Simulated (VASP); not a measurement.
# Si2W (P6_222) in VASP: a series of runs, part 2 of 2

VASP 6.6.1.

**4. Single point, PBE**

This run uses another cell than the first one, of the same volume but with other edges.

INCAR reads:

```
ALGO = Normal
EDIFF = 1E-6
ENCUT = 520
GGA = PE
ISIF = 2
ISMEAR = 0
LASPH = True
LCHARG = False
LREAL = False
LWAVE = False
NBANDS = 43
NELM = 80
PREC = Accurate
SIGMA = 0.03
```

KPOINTS reads:

```
k-points
0
Gamma
  9 9 6
```

POSCAR reads:

```
Si2W
1.0
    4.7172346901      0.0000000000      0.0000000000
   -2.3586173451      4.0852450772      0.0000000000
    0.0000000000      0.0000000000      6.3602475327
Si W
6 3
Direct
    0.8175753463      0.6351506926      0.5000000000
    0.1824246537      0.8175753463      0.8333333333
    0.6351506926      0.8175753463      0.1666666667
    0.1824246537      0.3648493074      0.5000000000
    0.8175753463      0.1824246537      0.8333333333
    0.3648493074      0.1824246537      0.1666666667
    0.0000000000      0.5000000000      0.1666666667
    0.5000000000      0.5000000000      0.8333333333
    0.5000000000      0.0000000000      0.5000000000
```

Potentials or basis: VASP PAW PBE potentials, release 64 (Si, W_sv).

Started as:

```bash
$ cat potpaw_PBE.64/Si/POTCAR potpaw_PBE.64/W_sv/POTCAR > POTCAR
$ mpirun -np 1 vasp_std > vasp.out
```

OUTCAR:

```text
EDIFF = 1E-6
   ENCUT = 520
   GGA = PE
   ISIF = 2
   ISMEAR = 0
   LASPH = True
   LREAL = False
   NELM = 80
   PREC = Accurate

 ion  position               nearest neighbor table
   1  0.818  0.635  0.500-   8 2.49   7 2.49   2 2.59   3 2.59   9 2.59   4 2.60   4 2.60   9 2.79
                             9 2.79   4 2.98   6 3.01   5 3.01
   2  0.182  0.818  0.833-   9 2.49   7 2.49   1 2.59   6 2.59   8 2.59   5 2.60   5 2.60   8 2.79
                             8 2.79   5 2.98   4 3.01   3 3.01
   3  0.635  0.818  0.167-   9 2.49   8 2.49   1 2.59   5 2.59   7 2.59   6 2.60   6 2.60   7 2.79
                             7 2.79   6 2.98   4 3.01   2 3.01
   4  0.182  0.365  0.500-   8 2.49   7 2.49   5 2.59   6 2.59   9 2.59   1 2.60   1 2.60   9 2.79
                             9 2.79   1 2.98   3 3.01   2 3.01
   5  0.818  0.182  0.833-   9 2.49   7 2.49   4 2.59   3 2.59   8 2.59   2 2.60   2 2.60   8 2.79
                             8 2.79   2 2.98   1 3.01   6 3.01
   6  0.365  0.182  0.167-   9 2.49   8 2.49   4 2.59   2 2.59   7 2.59   3 2.60   3 2.60   7 2.79
                             7 2.79   3 2.98   1 3.01   5 3.01
   7  0.000  0.500  0.167-   1 2.49   4 2.49   2 2.49   5 2.49   3 2.59   6 2.59   3 2.79   6 2.79
                             3 2.79   6 2.79   9 3.17   9 3.17   8 3.17   8 3.17
   8  0.500  0.500  0.833-   1 2.49   4 2.49   3 2.49   6 2.49   5 2.59   2 2.59   5 2.79   2 2.79
                             2 2.79   5 2.79   9 3.17   9 3.17   7 3.17   7 3.17
   9  0.500  0.000  0.500-   2 2.49   5 2.49   3 2.49   6 2.49   1 2.59   4 2.59   4 2.79   1 2.79
                             1 2.79   4 2.79   7 3.17   7 3.17   8 3.17   8 3.17

  LATTYP: Found a hexagonal cell.
 ALAT       =     4.7172346901
 C/A-ratio  =     1.3483000000

  Lattice vectors:

 A1 = (   4.7172346901,   0.0000000000,   0.0000000000)
 A2 = (  -2.3586173451,   4.0852450772,   0.0000000000)
 A3 = (   0.0000000000,   0.0000000000,   6.3602475327)

Analysis of symmetry for initial positions (statically):
=====================================================================
 Subroutine PRICEL returns:
 Original cell was already a primitive cell.
[... 162 lines left out ...]
   LORBIT       =      0    0 simple, 1 ext, 2 COOP (PROOUT), +10 PAW based schemes
   GGA     = PE    functional components
   LHFCALC =     F    Hartree Fock is set to
   AEXX    =    0.0000 exact exchange contribution
   IVDW    =     0    specifies the selected vdW correction
   LEPSILON=     F    determine dielectric tensor
   LRPA    =     F    only Hartree local field effects (RPA)
 non-spin polarized calculation
 Gauss-broadening in eV      SIGMA  =   0.03
  energy-cutoff  :      520.00
  volume of cell :      122.57
 maximum number of plane-waves:      3318
 NGX is ok and might be reduce to    36

 number of electron      65.9999992 magnetization

 Free energy of the ion-electron system (eV)
  ---------------------------------------------------
  ext. energy  EPLUGINS =         0.00000000
  ---------------------------------------------------
  free energy    TOTEN  =       -72.48649364 eV

  energy without entropy =      -72.48649364  energy(sigma->0) =      -72.48649364

 E-fermi :  12.4525     XC(G=0): -12.4531

 val. band max:       12.3517951006   @ k =   0.4444   0.1111   0.5000
 cond. band min:      12.5557793809   @ k =   0.3333  -0.0000   0.3333
 fundamental gap:      0.2039842804
 Fermi energy:        12.4524972168

 k-point     1 :       0.0000    0.0000    0.0000
  band No.  band energies     occupation
      1     -61.9334      2.00000
      2     -61.9196      2.00000
      3     -61.9196      2.00000
      4     -26.3963      2.00000
      5     -26.3644      2.00000
      6     -26.3644      2.00000
[... 1093 lines left out ...]
     42      15.3208      0.00000
     43      15.5010      0.00000

 [... further k-points ...]
[... 5 lines left out ...]
  --------------------------------------------------------------------------------------
  -------------------------------------------------------------------------------------
  Total        0.0511881      0.0511881     14.5941870     -0.0000000      0.0000000      0.0000000
  in kB        0.6691139      0.6691139    190.7703480     -0.0000000      0.0000000      0.0000000
  external PRESSURE =      64.0361919 kB  Pullay stress =       0.0000000 kB

 VOLUME and BASIS-vectors are now :
 -----------------------------------------------------------------------------
  energy-cutoff  :      520.00
  volume of cell :      122.57
      direct lattice vectors                 reciprocal lattice vectors
     4.717234690  0.000000000  0.000000000     0.211988605  0.122391678  0.000000000
    -2.358617345  4.085245077  0.000000000     0.000000000  0.244783356  0.000000000
     0.000000000  0.000000000  6.360247533     0.000000000  0.000000000  0.157226585

 POSITION                                       TOTAL-FORCE (eV/Angst)
 -----------------------------------------------------------------------------------
      2.35862      2.59475      3.18012        -0.000000      2.067870      0.000000
     -1.06781      3.34000      5.30021        -1.790828      1.033935      0.000000
      1.06781      3.34000      1.06004         1.790828      1.033935     -0.000000
     -0.00000      1.49050      3.18012         0.000000     -2.067870      0.000000
      3.42642      0.74525      5.30021         1.790828     -1.033935      0.000000
      1.29081      0.74525      1.06004        -1.790828     -1.033935     -0.000000
     -1.17931      2.04262      1.06004        -0.000000      0.000000      0.000000
      1.17931      2.04262      5.30021        -0.000000     -0.000000     -0.000000
      2.35862      0.00000      3.18012        -0.000000     -0.000000      0.000000
 -----------------------------------------------------------------------------------
    total drift:                                0.000000     -0.000000      0.000000

  FREE ENERGIE OF THE ION-ELECTRON SYSTEM (eV)
  ---------------------------------------------------
  free  energy   TOTEN  =       -72.4864936414 eV

  energy  without entropy=      -72.4864936355  energy(sigma->0) =      -72.48649364
```

OSZICAR:

```text
N       E                     dE             d eps       ncg     rms          rms(c)
DAV:   1     0.636116704554E+03    0.63612E+03   -0.35316E+04  4256   0.157E+03
DAV:   2    -0.358675805122E+02   -0.67198E+03   -0.64799E+03  4430   0.446E+02
DAV:   3    -0.738840348785E+02   -0.38016E+02   -0.36795E+02  5246   0.975E+01
DAV:   4    -0.748263190993E+02   -0.94228E+00   -0.93145E+00  5096   0.141E+01
DAV:   5    -0.748430361467E+02   -0.16717E-01   -0.16684E-01  5085   0.210E+00    0.447E+01
DAV:   6    -0.728393088799E+02    0.20037E+01   -0.10353E+01  5052   0.157E+01    0.160E+01
DAV:   7    -0.725635643609E+02    0.27574E+00   -0.12600E+00  4908   0.437E+00    0.783E+00
DAV:   8    -0.724881538551E+02    0.75411E-01   -0.20352E-01  5024   0.247E+00    0.592E-01
DAV:   9    -0.724869872527E+02    0.11666E-02   -0.13454E-02  5386   0.491E-01    0.340E-01
DAV:  10    -0.724865762787E+02    0.41097E-03   -0.27440E-03  5248   0.322E-01    0.925E-02
DAV:  11    -0.724864973994E+02    0.78879E-04   -0.37138E-04  5040   0.105E-01    0.343E-02
DAV:  12    -0.724864955706E+02    0.18289E-05   -0.19421E-05  5247   0.226E-02    0.799E-03
DAV:  13    -0.724864937766E+02    0.17940E-05   -0.16198E-06  3504   0.722E-03    0.138E-03
DAV:  14    -0.724864936414E+02    0.13520E-06   -0.25114E-07  2570   0.244E-03
   1 F= -.72486494E+02 E0= -.72486494E+02  d E =-.591084E-08
```

stdout:

```text
POSCAR found type information on POSCAR SiW
 POSCAR found :  2 types and       9 ions
 scaLAPACK will be used
 LDA part: xc-table for (Slater+PW92), standard interpolation
 POSCAR, INCAR and KPOINTS ok, starting setup
 FFT: planning ... GRIDC
 FFT: planning ... GRID_SOFT
 FFT: planning ... GRID
 WAVECAR not read
 entering main loop
```

It took 2.5 min on 1 thread of Intel Xeon Platinum 8488C (Sapphire Rapids), shared host; peak memory 0.35 GiB.

Results:

```yaml
Free_energy: -72.4865 eV
Pressure: 6.4 GPa
Largest_force: 2.068 eV/Å
Band_gap_on_the_k_mesh: 0.20 eV (least direct gap 0.34 eV)
```

Forces in eV/Å, atoms in the order of the input:
```
Si   0.000  2.068  0.000
Si  -1.791  1.034  0.000
Si   1.791  1.034  0.000
Si   0.000 -2.068  0.000
Si   1.791 -1.034  0.000
Si  -1.791 -1.034  0.000
W    0.000  0.000  0.000
W    0.000  0.000  0.000
W    0.000  0.000  0.000
```

Stress tensor (GPa, compression positive):
```
 0.07  0.00  0.00
 0.00  0.07  0.00
 0.00  0.00 19.08
```

Levels at points of the mesh, in eV from the valence-band top:
| k point | band 31 | band 32 | band 33 | band 34 | band 35 | band 36 |
| --- | --- | --- | --- | --- | --- | --- |
| (0.00, 0.00, 0.00) | -3.14 | -2.90 | -1.15 | 1.75 | 1.75 | 1.99 |
| (0.00, 0.00, 0.50) | -2.08 | -0.45 | -0.45 | 1.42 | 1.97 | 2.03 |

Caveat: the stress differs along the axes, from 0 to 19 GPa; spin-orbit coupling is left out, which moves the levels of the heavy elements; forces of over 1 eV/Å act on the atoms, so gaps and moduli don't describe the material at rest. A k mesh can miss the band edges.

**5. Single point, PBE**

This run uses another cell than the first one, of the same volume but with other edges.

INCAR reads:

```
SYSTEM = Si2W
PREC = Accurate ; ENCUT = 520
EDIFF = 1E-7 ; ISMEAR = 0
SIGMA = 0.03 ; LREAL = .False.
LASPH = .True. ; NELM = 100
ALGO = Normal ; ISIF = 2
LWAVE = .False. ; LCHARG = .False.
GGA = PE ; NBANDS = 43
```

KPOINTS reads:

```
regular mesh
0
Gamma
  9 9 6
  0 0 0
```

POSCAR reads:

```
Si2W
1.0
    4.5199185558      0.0000000000      0.0000000000
   -2.2599592779      3.9143642923      0.0000000000
    0.0000000000      0.0000000000      6.9276791704
Si W
6 3
Direct
    0.8238313095      0.6476626189      0.5000000000
    0.1761686905      0.8238313095      0.8333333333
    0.6476626189      0.8238313095      0.1666666667
    0.1761686905      0.3523373811      0.5000000000
    0.8238313095      0.1761686905      0.8333333333
    0.3523373811      0.1761686905      0.1666666667
    0.0000000000      0.5000000000      0.1666666667
    0.5000000000      0.5000000000      0.8333333333
    0.5000000000      0.0000000000      0.5000000000
```

Started as:

```bash
$ cat potpaw_PBE.64/Si/POTCAR potpaw_PBE.64/W_sv/POTCAR > POTCAR
$ mpirun -np 1 vasp_std > vasp.out
```

Wall time 3.4 min (1 thread of Intel Xeon Platinum 8488C (Sapphire Rapids), shared host); peak memory 0.35 GiB.

The run converged. Its results:

| Quantity | Value |
| --- | --- |
| Free energy | -73.1222 eV |
| Pressure | 2.2 GPa |
| Largest force | 1.634 eV/Å |
| Band gap on the k mesh | 0.42 eV (least direct gap 0.78 eV) |

Forces in eV/Å, atoms in the order of the input:
```
Si   0.000  1.634  0.000
Si  -1.415  0.817  0.000
Si   1.415  0.817  0.000
Si   0.000 -1.634  0.000
Si   1.415 -0.817  0.000
Si  -1.415 -0.817  0.000
W    0.000  0.000  0.000
W    0.000  0.000  0.000
W    0.000  0.000  0.000
```

Stress tensor (GPa, compression positive):
```
 7.16  0.00  0.00
 0.00  7.16  0.00
 0.00  0.00 -7.77
```

Levels at points of the mesh, in eV from the valence-band top:
```csv
k point,band 30,band 31,band 32,band 33,band 34,band 35,band 36,band 37
"(0.00, 0.00, 0.00)",-2.12,-2.12,-1.72,-0.79,2.55,2.98,3.06,3.06
"(0.00, 0.00, 0.50)",-2.03,-1.11,-0.88,-0.88,1.65,2.54,2.66,2.66
```

Caveat: the stress differs along the axes, from -8 to 7 GPa; spin-orbit coupling is left out, which moves the levels of the heavy elements; forces of over 1 eV/Å act on the atoms, so gaps and moduli don't describe the material at rest. A k mesh can miss the band edges.

**6. Summary**

```csv
cell,gap on the mesh (eV),pressure (GPa),largest force (eV/Å)
"a = 4.590, b = 4.590, c = 6.718 Å, angles 90.0, 90.0, 120.0°, 9 atoms, atomic positions A",0.31,1.8,1.55
"a = 4.639, b = 4.639, c = 6.576 Å, angles 90.0, 90.0, 120.0°, 9 atoms, atomic positions A",0.23,2.3,1.51
"a = 4.717, b = 4.717, c = 6.360 Å, angles 90.0, 90.0, 120.0°, 9 atoms, atomic positions B",0.20,6.4,2.07
"a = 4.520, b = 4.520, c = 6.928 Å, angles 90.0, 90.0, 120.0°, 9 atoms, atomic positions A",0.42,2.2,1.63
```

Alike in all rows: task single point; level PBE; potentials or basis VASP PAW PBE potentials, release 64 (Si, W_sv); no spin polarisation; k mesh 9 × 9 × 6; cutoff (eV) 520; smearing gaussian 0.03 eV.

Caveats: spin-orbit coupling is left out, which moves the levels of the heavy elements; forces of over 1 eV/Å act on the atoms, so gaps and moduli don't describe the material at rest; the stress differs along the axes, from 0 to 19 GPa (at least some runs); the stress differs along the axes, from -8 to 7 GPa (at least some runs).

Total energies depend on the potentials used, so only differences within one code and one set of settings carry meaning.
